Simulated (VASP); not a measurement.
# Ni (Fm-3m) in VASP: a series of runs

Ni is run at these levels: PBE; tasks: single point.

All numbers are computed with VASP 6.6.1; they aren't measurements. Logs are shortened: lines on timing, memory, paths and dates and some standing lists are left out, and cuts for length are marked.

### Step 1. The cell of the first run

Symmetry: Fm-3m, No. 225, cubic system. Conventional cell: a = 3.535 Å, b = 3.535 Å, c = 3.535 Å, α = 90.00°, β = 90.00°, γ = 90.00°. Within 3.3 Å of Ni (site symmetry m-3m) lie 12 Ni at 2.50 Å.

### Step 2. Single point, PBE, collinear spin, ferromagnetic start

INCAR reads:

```
ALGO = Normal
EDIFF = 1E-6
ENCUT = 520
GGA = PE
ISIF = 2
ISMEAR = -1
ISPIN = 2
LASPH = True
LCHARG = True
LELF = True
LMAXMIX = 4
LORBIT = 11
LREAL = False
LVHAR = True
LWAVE = False
MAGMOM = 1.94
NBANDS = 15
NELM = 150
NUPDOWN = 1.94
PREC = Accurate
SIGMA = 0.1
```

KPOINTS reads:

```
k-points
0
Gamma
  12 12 12
```

POSCAR reads:

```
Ni
1.0
    0.0000000000      1.7673500000      1.7673500000
    1.7673500000      0.0000000000      1.7673500000
    1.7673500000      1.7673500000      0.0000000000
Ni
1
Direct
    0.0000000000      0.0000000000      0.0000000000
```

Potentials or basis: VASP PAW PBE potentials, release 64 (Ni).

On the command line:

```
> cat potpaw_PBE.64/Ni/POTCAR > POTCAR
> mpirun -np 1 vasp_std > vasp.out
```

OUTCAR:

```text
EDIFF = 1E-6
   ENCUT = 520
   GGA = PE
   ISIF = 2
   ISMEAR = -1
   ISPIN = 2
   LASPH = True
   LORBIT = 11
   LREAL = False
   NELM = 150
   NUPDOWN = 1.94
   PREC = Accurate

 ion  position               nearest neighbor table
   1  0.000  0.000  0.000-

  LATTYP: Found a face centered cubic cell.
 ALAT       =     3.5347000000

  Lattice vectors:

 A1 = (   0.0000000000,   1.7673500000,   1.7673500000)
 A2 = (   1.7673500000,   0.0000000000,   1.7673500000)
 A3 = (   1.7673500000,   1.7673500000,   0.0000000000)

Analysis of symmetry for initial positions (statically):
=====================================================================
 Subroutine PRICEL returns:
 Original cell was already a primitive cell.

 Routine SETGRP: Setting up the symmetry group for a
 face centered cubic supercell.

 Subroutine GETGRP returns: Found 48 space group operations
 (whereof 48 operations were pure point group operations)
 out of a pool of 48 trial point group operations.

The static configuration has the point symmetry O_h .

Analysis of symmetry for dynamics (positions and initial velocities):
=====================================================================
 Subroutine PRICEL returns:
 Original cell was already a primitive cell.

 Routine SETGRP: Setting up the symmetry group for a
 face centered cubic supercell.

 Subroutine GETGRP returns: Found 48 space group operations
 (whereof 48 operations were pure point group operations)
 out of a pool of 48 trial point group operations.

The dynamic configuration has the point symmetry O_h .

Analysis of structural, dynamic, and magnetic symmetry:
=====================================================================
 Subroutine PRICEL returns:
 Original cell was already a primitive cell.

 Routine SETGRP: Setting up the symmetry group for a
 face centered cubic supercell.

 Subroutine GETGRP returns: Found 48 space group operations
 (whereof 48 operations were pure point group operations)
 out of a pool of 48 trial point group operations.

The overall configuration has the point symmetry O_h .

 Subroutine INISYM returns: Found 48 space group operations
 (whereof 48 operations are pure point group operations),
 and found     1 'primitive' translations

----------------------------------------------------------------------------------------

                                     Primitive cell

  volume of cell :      11.0407

  direct lattice vectors                    reciprocal lattice vectors
     0.000000000  1.767350000  1.767350000    -0.282909441  0.282909441  0.282909441
     1.767350000  0.000000000  1.767350000     0.282909441 -0.282909441  0.282909441
     1.767350000  1.767350000  0.000000000     0.282909441  0.282909441 -0.282909441

  length of vectors
     2.499410339  2.499410339  2.499410339     0.490013525  0.490013525  0.490013525

  position of ions in fractional coordinates (direct lattice)
     0.000000000  0.000000000  0.000000000

  ion indices of the primitive-cell ions
   primitive index   ion index
                 1           1

----------------------------------------------------------------------------------------

 KPOINTS: k-points

Automatic generation of k-mesh.
 Grid dimensions read from file:
 generate k-points for:   12   12   12

 Generating k-lattice:

  Cartesian coordinates                     Fractional coordinates (reciprocal lattice)
    -0.023575787  0.023575787  0.023575787     0.083333333  0.000000000  0.000000000
     0.023575787 -0.023575787  0.023575787     0.000000000  0.083333333  0.000000000
     0.023575787  0.023575787 -0.023575787     0.000000000  0.000000000  0.083333333

  Length of vectors
     0.040834460  0.040834460  0.040834460

  Shift w.r.t. Gamma in fractional coordinates (k-lattice)
     0.000000000  0.000000000  0.000000000

 Subroutine IBZKPT returns following result:
 ===========================================

 Found     72 irreducible k-points:

 Following reciprocal coordinates:
            Coordinates               Weight
  0.000000  0.000000  0.000000      1.000000
  0.083333  0.000000  0.000000      8.000000
  0.166667  0.000000  0.000000      8.000000
  0.250000  0.000000  0.000000      8.000000
  0.333333  0.000000  0.000000      8.000000
  0.416667  0.000000  0.000000      8.000000
[... 16 lines left out ...]
  0.500000  0.166667  0.000000     24.000000
 -0.416667  0.166667  0.000000     24.000000
 [... further k-points ...]
   k-points           NKPTS =     72   k-points in BZ     NKDIM =     72   number of bands    NBANDS=     15
   number of dos      NEDOS =    301   number of ions     NIONS =      1
   total plane-waves  NPLWV =   8000
   dimension x,y,z NGX =    20 NGY =   20 NGZ =   20
   dimension x,y,z NGXF=    40 NGYF=   40 NGZF=   40
   ions per type =               1
   NGX,Y,Z   is equivalent  to a cutoff of  13.30, 13.30, 13.30 a.u.
   NGXF,Y,Z  is equivalent  to a cutoff of  26.61, 26.61, 26.61 a.u.
 SYSTEM =  unknown system
   PREC   = accura    normal or accurate (medium, high low for compatibility)
   ISTART =      0    job   : 0-new  1-cont  2-samecut
   ICHARG =      2    charge: 1-file 2-atom 10-const
   ISPIN  =      2    spin polarized calculation?
   LNONCOLLINEAR =      F non collinear calculations
   LSORBIT =      F    spin-orbit coupling
   LASPH  =      T    aspherical Exc in radial PAW
   ENCUT  =  520.0 eV  38.22 Ry    6.18 a.u.   4.65  4.65  4.65*2*pi/ulx,y,z
   NELM   =    150;   NELMIN=  2; NELMDL= -5     # of ELM steps
   EDIFF  = 0.1E-05   stopping-criterion for ELM
   LREAL  =      F    real-space projection
   EDIFFG = 0.1E-04   stopping-criterion for IOM
   NSW    =      0    number of steps for IOM
   IBRION =     -1    ionic relax: 0-MD 1-quasi-New 2-CG
   NFREE  =      0    steps in history (QN), initial steepest desc. (CG)
   ISIF   =      2    stress and relaxation
   ISYM   =      2    0-nonsym 1-usesym 2-fastsym
   POTIM  = 0.5000    time-step for ionic-motion
   TEBEG  =    0.0;   TEEND  =   0.0 temperature during run
   PSTRESS=    0.0 pullay stress
   NELECT =      10.0000    total number of electrons
   NUPDOWN=       1.9400    fix difference up-down
   EMIN   =  10.00;   EMAX   =-10.00  energy-range for DOS
   EFERMI =   0.00;   METHOD = LEGACY
   ISMEAR =    -1;   SIGMA  =   0.10  broadening in eV -4-tet -1-fermi 0-gaus
   EFERMI_NEDOS =   21; number of points for ismear=-14 and -15
   IALGO  =     38    algorithm
   IMIX   =      4    mixing-type and parameters
     AMIX     =   0.40;   BMIX     =  1.00
     AMIX_MAG =   1.60;   BMIX_MAG =  1.00
  volume/ion in A,a.u.               =      11.04        74.51
  Fermi-wavevector in a.u.,A,eV,Ry     =   1.583953  2.993237 34.135750  2.508907
  Thomas-Fermi vector in A             =   2.683645
   LORBIT       =     11    0 simple, 1 ext, 2 COOP (PROOUT), +10 PAW based schemes
   GGA     = PE    functional components
   LHFCALC =     F    Hartree Fock is set to
   AEXX    =    0.0000 exact exchange contribution
   IVDW    =     0    specifies the selected vdW correction
   LEPSILON=     F    determine dielectric tensor
   LRPA    =     F    only Hartree local field effects (RPA)
 spin polarized calculation
  energy-cutoff  :      520.00
  volume of cell :       11.04
 maximum number of plane-waves:       310
   NGX =  9   NGY =  9   NGZ =  9

 number of electron      10.0000010 magnetization       1.9400002

 Free energy of the ion-electron system (eV)
  ---------------------------------------------------
  ext. energy  EPLUGINS =         0.00000000
  ---------------------------------------------------
  free energy    TOTEN  =        -3.93637665 eV

  energy without entropy =       -3.88935815  energy(sigma->0) =       -3.91286740

 E-fermi :   8.3471     XC(G=0): -13.2584

 val. band max:       13.8552530516   @ k =   0.5000   0.0000   0.0000
 cond. band min:       8.3551254817   @ k =   0.3333   0.3333   0.0000
 fundamental gap:     -5.5001275699
 Fermi energy:        14.0312537296

 spin component 1

 k-point     1 :       0.0000    0.0000    0.0000
  band No.  band energies     occupation
      1      -0.1628      1.00000
      2       5.5236      1.00000
      3       5.5236      1.00000
      4       5.5236      1.00000
      5       6.5065      1.00000
      6       6.5065      1.00000
      7      32.3644      0.00000
      8      36.0808      0.00000
      9      36.0808      0.00000
     10      36.0808      0.00000
     11      38.7668      0.00000
     12      38.7668      0.00000
     13      38.7668      0.00000
     14      42.0492      0.00000
     15      48.0283      0.00000

 k-point     2 :       0.0833    0.0000    0.0000
  band No.  band energies     occupation
      1       0.1042      1.00000
      2       5.4660      1.00000
      3       5.5774      1.00000
      4       5.5774      1.00000
      5       6.4862      1.00000
      6       6.4862      1.00000
      7      31.1268      0.00000
      8      33.8163      0.00000
      9      35.4365      0.00000
     10      35.4365      0.00000
     11      39.7171      0.00000
     12      39.7171      0.00000
     13      40.1539      0.00000
     14      44.2472      0.00000
     15      45.8911      0.00000
[... 365 lines left out ...]
      3       5.7800      1.00000
      4       5.8813      1.00000
      5       7.1774      1.00000
      6       9.9498      1.00000
      7      15.1331      0.00002
      8      26.1614      0.00000
      9      28.8245      0.00000
     10      30.9072      0.00000
     11      41.1434      0.00000
     12      41.2803      0.00000
     13      45.4177      0.00000
     14      47.5432      0.00000
     15      52.5335      0.00000

 k-point    24 :      -0.4167    0.1667    0.0000
  band No.  band energies     occupation
      1       3.9768      1.00000
      2       5.1824      1.00000
      3       5.8416      1.00000
      4       5.8937      1.00000
      5       7.0385      1.00000
      6      10.5221      1.00000
      7      14.4242      0.01928
      8      25.1712      0.00000
      9      29.9244      0.00000
     10      31.2326      0.00000
     11      40.2383      0.00000
     12      40.7813      0.00000
     13      47.4822      0.00000
     14      49.9787      0.00000
     15      51.5285      0.00000

 [... further k-points ...]

 spin component 2

 k-point     1 :       0.0000    0.0000    0.0000
  band No.  band energies     occupation
      1       0.6497      1.00000
      2       7.2251      0.99999
      3       7.2251      0.99999
      4       7.2251      0.99999
      5       8.2227      0.77626
      6       8.2227      0.77626
      7      33.1518      0.00000
      8      36.9192      0.00000
      9      36.9192      0.00000
     10      36.9192      0.00000
     11      39.7636      0.00000
     12      39.7636      0.00000
     13      39.7636      0.00000
     14      42.8656      0.00000
     15      48.9782      0.00000

 k-point     2 :       0.0833    0.0000    0.0000
  band No.  band energies     occupation
      1       0.9175      1.00000
      2       7.1582      0.99999
      3       7.2822      0.99998
      4       7.2822      0.99998
      5       8.2003      0.81280
      6       8.2003      0.81280
      7      32.0112      0.00000
      8      34.6425      0.00000
      9      36.3241      0.00000
     10      36.3241      0.00000
     11      40.6559      0.00000
     12      40.6559      0.00000
     13      41.0236      0.00000
     14      45.1054      0.00000
     15      46.8484      0.00000
[... 365 lines left out ...]
      3       7.3160      0.99997
      4       7.5624      0.99961
      5       8.9789      0.00180
      6      11.1927      0.00000
      7      16.2957      0.00000
      8      27.1184      0.00000
      9      29.7374      0.00000
     10      31.8138      0.00000
     11      42.0451      0.00000
     12      42.1609      0.00000
     13      46.3314      0.00000
     14      48.7719      0.00000
     15      55.5338      0.00000

 k-point    24 :      -0.4167    0.1667    0.0000
  band No.  band energies     occupation
      1       5.3874      1.00000
      2       6.7449      1.00000
      3       7.4066      0.99992
      4       7.5165      0.99975
      5       8.8325      0.00774
      6      11.7093      0.00000
      7      15.6349      0.00000
      8      26.1343      0.00000
      9      30.8432      0.00000
     10      32.1099      0.00000
     11      41.1530      0.00000
     12      41.6739      0.00000
     13      48.5310      0.00000
     14      51.2160      0.00000
     15      52.4399      0.00000

 [... further k-points ...]
[... 5 lines left out ...]
  --------------------------------------------------------------------------------------
  -------------------------------------------------------------------------------------
  Total        1.4613704      1.4613704      1.4613704     -0.0000000     -0.0000000     -0.0000000
  in kB      212.0670487    212.0670487    212.0670487     -0.0000000     -0.0000000     -0.0000000
  external PRESSURE =     212.0670487 kB  Pullay stress =       0.0000000 kB

 VOLUME and BASIS-vectors are now :
 -----------------------------------------------------------------------------
  energy-cutoff  :      520.00
  volume of cell :       11.04
      direct lattice vectors                 reciprocal lattice vectors
     0.000000000  1.767350000  1.767350000    -0.282909441  0.282909441  0.282909441
     1.767350000  0.000000000  1.767350000     0.282909441 -0.282909441  0.282909441
     1.767350000  1.767350000  0.000000000     0.282909441  0.282909441 -0.282909441

 POSITION                                       TOTAL-FORCE (eV/Angst)
 -----------------------------------------------------------------------------------
      0.00000      0.00000      0.00000        -0.000000      0.000000     -0.000000
 -----------------------------------------------------------------------------------
    total drift:                               -0.000000     -0.000000     -0.000000

  FREE ENERGIE OF THE ION-ELECTRON SYSTEM (eV)
  ---------------------------------------------------
  free  energy   TOTEN  =        -3.9363766534 eV

  energy  without entropy=       -3.8893581486  energy(sigma->0) =       -3.91286740

 total charge

# of ion       s       p       d       tot
------------------------------------------
    1        0.531   0.639   8.050   9.220

 magnetization (x)

# of ion       s       p       d       tot
------------------------------------------
    1        0.066   0.215   1.538   1.819
```

Wall time 23 s (1 thread of AMD EPYC 7R13 (Zen 3), shared host); peak memory 0.11 GiB.

Results:

```yaml
Free_energy: -3.9364 eV
Pressure: 21.2 GPa
Net_moment: 1.94 μB per cell
Site_moments: Ni +1.82 μB
Valence_electrons_inside_the_program's_atomic_spheres: Ni 9.22
```

Caveat: the total moment is fixed, so each spin has its own Fermi level.

[end of part 1 of 3]
